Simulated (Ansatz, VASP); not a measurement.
## Two plane-wave programs on SiC

```
CELL_PARAMETERS angstrom
0.00000 2.17842 2.17842
2.17842 0.00000 2.17842
2.17842 2.17842 0.00000
ATOMIC_POSITIONS crystal
Si 0.00000 0.00000 0.00000
C 0.25000 0.25000 0.25000
```

Alike in both runs: task relaxation of cell and atoms; functional PBEsol; k mesh 10 × 10 × 10; no spin polarisation.

```csv
,VASP,Ansatz
version,VASP 6.6.1,Ansatz 0.2.0
potentials or method,"VASP PAW PBE potentials, release 64 (Si, C), cutoff 600 eV","scalar-relativistic, plane waves, PAW"
occupations,"gaussian, width 0.01 eV",fixed
valence electrons in the cell,8,8
```

```tsv
	VASP	Ansatz	Ansatz less VASP
gap on the k mesh at the Fermi level, each at its own relaxed structure (eV)	1.23	1.24	+0.009
relaxed volume (Å³/atom)	10.35	10.34	-0.010
relaxed cell length with the largest relative difference (Å)	3.082	3.081	-0.0010
```

VASP's potentials were made for PBE, not for PBEsol.
